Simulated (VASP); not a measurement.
# Bi3O (R-3m) in VASP: single point with PBE

Aim: the single point of Bi3O with PBE.

All numbers are computed with VASP 6.6.1; they aren't measurements. Logs are shortened: lines on timing, memory, paths and dates and some standing lists are left out, and cuts for length are marked.

## 1. The cell of the first run

The structure is trigonal, space group R-3m (No. 166). The conventional cell has a = 3.537 Å, b = 3.537 Å, c = 27.054 Å, α = 90.00°, β = 90.00°, γ = 120.00°. Within 3.6 Å of Bi (site symmetry 3m) lie 3 O at 2.64 Å and 9 Bi at 3.49 to 3.54 Å. Bi (site symmetry -3m) has 12 Bi at 3.49 to 3.54 Å within 4.6 Å. O (site symmetry -3m) has 6 Bi at 2.64 Å and 6 O at 3.54 Å within 3.6 Å.

The cell was built from a structure type or drawn by symmetry, and may not be a known phase.

## 2. Single point, PBE

INCAR reads:

```
PREC     = Accurate       # precision mode
ENCUT    = 520            # plane-wave cutoff, eV
EDIFF    = 1E-6           # SCF threshold, eV
ISMEAR   = 0              # smearing method
SIGMA    = 0.2            # smearing width, eV
LREAL    = F              # projectors in reciprocal space
LASPH    = T              # aspherical terms in the spheres
NELM     = 60             # most SCF steps
ALGO     = Normal         # electronic algorithm
ISIF     = 2              # what is computed and relaxed
LWAVE    = F              # write WAVECAR
LCHARG   = F              # write CHGCAR
GGA      = PE             # functional
NBANDS   = 34             # bands
```

KPOINTS reads:

```
Automatic mesh
0
Gamma
  7 7 7
```

POSCAR reads:

```
Bi3O
1.0
    1.7686574185      1.0211348367      9.0179936459
   -1.7686574185      1.0211348367      9.0179936459
    0.0000000000     -2.0422696733      9.0179936459
Bi O
3 1
Direct
    0.2714667406      0.2714667406      0.2714667406
    0.5000000000      0.5000000000      0.5000000000
    0.7285332594      0.7285332594      0.7285332594
    0.0000000000      0.0000000000      0.0000000000
```

Potentials or basis: VASP PAW PBE potentials, release 64 (Bi_d, O).

On the command line:

```
> cat potpaw_PBE.64/Bi_d/POTCAR potpaw_PBE.64/O/POTCAR > POTCAR
> mpirun -np 1 vasp_std > vasp.out
```

OUTCAR:

```text
PREC = Accurate
   ENCUT = 520
   EDIFF = 1E-6
   ISMEAR = 0
   LREAL = F
   LASPH = T
   NELM = 60
   ISIF = 2
   GGA = PE

 ion  position               nearest neighbor table
   1  0.271  0.271  0.271-   4 2.64   4 2.64   4 2.64   2 3.49   2 3.49   2 3.49   3 3.92   3 3.92
                             3 3.92
   2  0.500  0.500  0.500-   1 3.49   3 3.49   1 3.49   1 3.49   3 3.49   3 3.49
   3  0.729  0.729  0.729-   4 2.64   4 2.64   4 2.64   2 3.49   2 3.49   2 3.49   1 3.92   1 3.92
                             1 3.92
   4  0.000  0.000  0.000-   3 2.64   1 2.64   3 2.64   3 2.64   1 2.64   1 2.64

  LATTYP: Found a trigonal (rhomboedric) cell.
 ALAT       =     9.2463546772
 COS(alpha) =     0.9268227071

  Lattice vectors:

 A1 = (   1.7686574185,   1.0211348367,   9.0179936459)
 A2 = (  -1.7686574185,   1.0211348367,   9.0179936459)
 A3 = (   0.0000000000,  -2.0422696733,   9.0179936459)

Analysis of symmetry for initial positions (statically):
=====================================================================
 Subroutine PRICEL returns:
 Original cell was already a primitive cell.

 Routine SETGRP: Setting up the symmetry group for a
 trigonal (rhombohedral) supercell.

 Subroutine GETGRP returns: Found 12 space group operations
 (whereof 12 operations were pure point group operations)
 out of a pool of 12 trial point group operations.

The static configuration has the point symmetry D_3d.

Analysis of symmetry for dynamics (positions and initial velocities):
=====================================================================
 Subroutine PRICEL returns:
 Original cell was already a primitive cell.

 Routine SETGRP: Setting up the symmetry group for a
 trigonal (rhombohedral) supercell.

 Subroutine GETGRP returns: Found 12 space group operations
 (whereof 12 operations were pure point group operations)
 out of a pool of 12 trial point group operations.

The dynamic configuration has the point symmetry D_3d.

 Subroutine INISYM returns: Found 12 space group operations
 (whereof 12 operations are pure point group operations),
 and found     1 'primitive' translations

----------------------------------------------------------------------------------------

                                     Primitive cell

  volume of cell :      97.7210

  direct lattice vectors                    reciprocal lattice vectors
     1.768657418  1.021134837  9.017993646     0.282700310  0.163217100  0.036963137
    -1.768657418  1.021134837  9.017993646    -0.282700310  0.163217100  0.036963137
     0.000000000 -2.042269673  9.017993646     0.000000000 -0.326434200  0.036963137

  length of vectors
     9.246354677  9.246354677  9.246354677     0.328520259  0.328520259  0.328520259

  position of ions in fractional coordinates (direct lattice)
     0.271466741  0.271466741  0.271466741
     0.500000000  0.500000000  0.500000000
     0.728533259  0.728533259  0.728533259
     0.000000000  0.000000000  0.000000000

  ion indices of the primitive-cell ions
   primitive index   ion index
                 1           1
                 2           2
                 3           3
                 4           4

----------------------------------------------------------------------------------------

 KPOINTS: Automatic mesh

Automatic generation of k-mesh.
 Grid dimensions read from file:
 generate k-points for:    7    7    7

 Generating k-lattice:

  Cartesian coordinates                     Fractional coordinates (reciprocal lattice)
     0.040385759  0.023316729  0.005280448     0.142857143  0.000000000  0.000000000
    -0.040385759  0.023316729  0.005280448     0.000000000  0.142857143  0.000000000
     0.000000000 -0.046633457  0.005280448     0.000000000  0.000000000  0.142857143

  Length of vectors
     0.046931466  0.046931466  0.046931466

  Shift w.r.t. Gamma in fractional coordinates (k-lattice)
     0.000000000  0.000000000  0.000000000

 Subroutine IBZKPT returns following result:
 ===========================================

 Found     44 irreducible k-points:

 Following reciprocal coordinates:
            Coordinates               Weight
  0.000000  0.000000  0.000000      1.000000
  0.142857  0.000000  0.000000      6.000000
  0.285714  0.000000  0.000000      6.000000
  0.428571  0.000000  0.000000      6.000000
  0.142857  0.142857  0.000000      6.000000
  0.285714  0.142857  0.000000     12.000000
[... 16 lines left out ...]
  0.285714  0.285714  0.142857      6.000000
  0.428571  0.285714  0.142857     12.000000
 [... further k-points ...]
   k-points           NKPTS =     44   k-points in BZ     NKDIM =     44   number of bands    NBANDS=     34
   number of dos      NEDOS =    301   number of ions     NIONS =      4
   total plane-waves  NPLWV = 343000
   dimension x,y,z NGX =    70 NGY =   70 NGZ =   70
   dimension x,y,z NGXF=   140 NGYF=  140 NGZF=  140
   ions per type =               3   1
   NGX,Y,Z   is equivalent  to a cutoff of  12.59, 12.59, 12.59 a.u.
   NGXF,Y,Z  is equivalent  to a cutoff of  25.17, 25.17, 25.17 a.u.
 SYSTEM =  unknown system
   PREC   = accura    normal or accurate (medium, high low for compatibility)
   ISTART =      0    job   : 0-new  1-cont  2-samecut
   ICHARG =      2    charge: 1-file 2-atom 10-const
   ISPIN  =      1    spin polarized calculation?
   LNONCOLLINEAR =      F non collinear calculations
   LSORBIT =      F    spin-orbit coupling
   LASPH  =      T    aspherical Exc in radial PAW
   ENCUT  =  520.0 eV  38.22 Ry    6.18 a.u.  17.19 17.19 17.19*2*pi/ulx,y,z
   NELM   =     60;   NELMIN=  2; NELMDL= -5     # of ELM steps
   EDIFF  = 0.1E-05   stopping-criterion for ELM
   LREAL  =      F    real-space projection
   EDIFFG = 0.1E-04   stopping-criterion for IOM
   NSW    =      0    number of steps for IOM
   IBRION =     -1    ionic relax: 0-MD 1-quasi-New 2-CG
   NFREE  =      0    steps in history (QN), initial steepest desc. (CG)
   ISIF   =      2    stress and relaxation
   ISYM   =      2    0-nonsym 1-usesym 2-fastsym
   POTIM  = 0.5000    time-step for ionic-motion
   TEBEG  =    0.0;   TEEND  =   0.0 temperature during run
   PSTRESS=    0.0 pullay stress
   NELECT =      51.0000    total number of electrons
   NUPDOWN=      -1.0000    fix difference up-down
   EMIN   =  10.00;   EMAX   =-10.00  energy-range for DOS
   EFERMI =   0.00;   METHOD = LEGACY
   ISMEAR =     0;   SIGMA  =   0.20  broadening in eV -4-tet -1-fermi 0-gaus
   EFERMI_NEDOS =   21; number of points for ismear=-14 and -15
   IALGO  =     38    algorithm
   IMIX   =      4    mixing-type and parameters
     AMIX     =   0.40;   BMIX     =  1.00
     AMIX_MAG =   1.60;   BMIX_MAG =  1.00
  volume/ion in A,a.u.               =      24.43       164.86
  Fermi-wavevector in a.u.,A,eV,Ry     =   1.318061  2.490774 23.637200  1.737285
  Thomas-Fermi vector in A             =   2.448058
   LORBIT       =      0    0 simple, 1 ext, 2 COOP (PROOUT), +10 PAW based schemes
   GGA     = PE    functional components
   LHFCALC =     F    Hartree Fock is set to
   AEXX    =    0.0000 exact exchange contribution
   IVDW    =     0    specifies the selected vdW correction
   LEPSILON=     F    determine dielectric tensor
   LRPA    =     F    only Hartree local field effects (RPA)
 non-spin polarized calculation
 Gauss-broadening in eV      SIGMA  =   0.20
  energy-cutoff  :      520.00
  volume of cell :       97.72
 maximum number of plane-waves:      2682
 NGX is ok and might be reduce to    70
   NGX = 35   NGY = 35   NGZ = 35

 number of electron      50.9999995 magnetization

 Free energy of the ion-electron system (eV)
  ---------------------------------------------------
  ext. energy  EPLUGINS =         0.00000000
  ---------------------------------------------------
  free energy    TOTEN  =       -17.23996419 eV

  energy without entropy =      -17.20040641  energy(sigma->0) =      -17.22018530

 E-fermi :   8.2241     XC(G=0): -10.5413

 val. band max:        8.0916128055   @ k =   0.2857   0.2857   0.1429
 cond. band min:       8.2318855295   @ k =  -0.4286  -0.4286   0.2857
 fundamental gap:      0.1402727240
 Fermi energy:         8.2241365108

 k-point     1 :       0.0000    0.0000    0.0000
  band No.  band energies     occupation
      1     -15.3280      2.00000
      2     -15.3171      2.00000
      3     -15.2681      2.00000
      4     -15.2681      2.00000
      5     -15.2678      2.00000
      6     -15.2678      2.00000
[... 26 lines left out ...]
     33      15.6373      0.00000
     34      16.7288      0.00000

 k-point     2 :       0.1429    0.0000    0.0000
  band No.  band energies     occupation
      1     -15.3166      2.00000
      2     -15.3083      2.00000
      3     -15.2707      2.00000
      4     -15.2685      2.00000
      5     -15.2466      2.00000
      6     -15.2443      2.00000
[... 26 lines left out ...]
     33      15.9876      0.00000
     34      16.7928      0.00000

 k-point     3 :       0.2857    0.0000    0.0000
  band No.  band energies     occupation
      1     -15.3175      2.00000
      2     -15.3115      2.00000
      3     -15.2849      2.00000
      4     -15.2638      2.00000
      5     -15.2434      2.00000
      6     -15.2426      2.00000
[... 26 lines left out ...]
     33      14.4831      0.00000
     34      16.0089      0.00000

 k-point     4 :       0.4286    0.0000    0.0000
  band No.  band energies     occupation
      1     -15.3349      2.00000
      2     -15.3204      2.00000
      3     -15.3132      2.00000
      4     -15.2800      2.00000
      5     -15.2501      2.00000
      6     -15.2242      2.00000
[... 26 lines left out ...]
     33      13.6795      0.00000
     34      15.1745      0.00000

 k-point     5 :       0.1429    0.1429    0.0000
  band No.  band energies     occupation
      1     -15.3166      2.00000
      2     -15.3081      2.00000
      3     -15.2710      2.00000
      4     -15.2682      2.00000
      5     -15.2467      2.00000
      6     -15.2445      2.00000
[... 621 lines left out ...]
 k-point    22 :      -0.1429    0.1429    0.1429
  band No.  band energies     occupation
      1     -15.3180      2.00000
      2     -15.3102      2.00000
      3     -15.2863      2.00000
      4     -15.2627      2.00000
      5     -15.2438      2.00000
      6     -15.2420      2.00000
[... 26 lines left out ...]
     33      14.3549      0.00000
     34      16.4319      0.00000

 k-point    23 :       0.2857    0.2857    0.1429
  band No.  band energies     occupation
      1     -15.3168      2.00000
      2     -15.3080      2.00000
      3     -15.2713      2.00000
      4     -15.2680      2.00000
      5     -15.2467      2.00000
      6     -15.2449      2.00000
[... 26 lines left out ...]
     33      15.7818      0.00000
     34      16.6270      0.00000

 k-point    24 :       0.4286    0.2857    0.1429
  band No.  band energies     occupation
      1     -15.3011      2.00000
      2     -15.2932      2.00000
      3     -15.2819      2.00000
      4     -15.2692      2.00000
      5     -15.2583      2.00000
      6     -15.2509      2.00000
[... 26 lines left out ...]
     33      15.9235      0.00000
     34      16.2122      0.00000

 [... further k-points ...]
[... 5 lines left out ...]
  --------------------------------------------------------------------------------------
  -------------------------------------------------------------------------------------
  Total        0.4481096      0.4481096      0.1011710      0.0000000      0.0000000      0.0000000
  in kB        7.3469452      7.3469452      1.6587409      0.0000000      0.0000000      0.0000000
  external PRESSURE =       5.4508771 kB  Pullay stress =       0.0000000 kB

 VOLUME and BASIS-vectors are now :
 -----------------------------------------------------------------------------
  energy-cutoff  :      520.00
  volume of cell :       97.72
      direct lattice vectors                 reciprocal lattice vectors
     1.768657418  1.021134837  9.017993646     0.282700310  0.163217100  0.036963137
    -1.768657418  1.021134837  9.017993646    -0.282700310  0.163217100  0.036963137
     0.000000000 -2.042269673  9.017993646     0.000000000 -0.326434200  0.036963137

 POSITION                                       TOTAL-FORCE (eV/Angst)
 -----------------------------------------------------------------------------------
      0.00000      0.00000      7.34426        -0.000000     -0.000000     -0.005472
      0.00000      0.00000     13.52699         0.000000     -0.000000      0.000000
      0.00000      0.00000     19.70972        -0.000000      0.000000      0.005472
      0.00000      0.00000      0.00000        -0.000000     -0.000000      0.000000
 -----------------------------------------------------------------------------------
    total drift:                                0.000000      0.000000     -0.000000

  FREE ENERGIE OF THE ION-ELECTRON SYSTEM (eV)
  ---------------------------------------------------
  free  energy   TOTEN  =       -17.2399641884 eV

  energy  without entropy=      -17.2004064129  energy(sigma->0) =      -17.22018530
```

Run time: 12 min. Hardware: 1 thread of Intel Xeon 6975P-C (Granite Rapids), shared host; peak memory 0.67 GiB.

Results:

* Free energy: -17.2400 eV
* Pressure: 0.5 GPa
* Largest force: 0.005 eV/Å
* Band gap on the k mesh: zero (an odd number of electrons rules out a gap without spin polarisation)

Forces on the atoms (eV/Å):
```
Bi   0.000  0.000 -0.005
Bi   0.000  0.000  0.000
Bi   0.000  0.000  0.005
O    0.000  0.000  0.000
```

Stress tensor (GPa, compression positive):
```
0.73 0.00 0.00
0.00 0.73 0.00
0.00 0.00 0.17
```

Caveat: spin-orbit coupling is left out, which moves the levels of the heavy elements; an odd number of electrons without spin polarisation forces a metal; a magnetic or distorted state may lie lower.
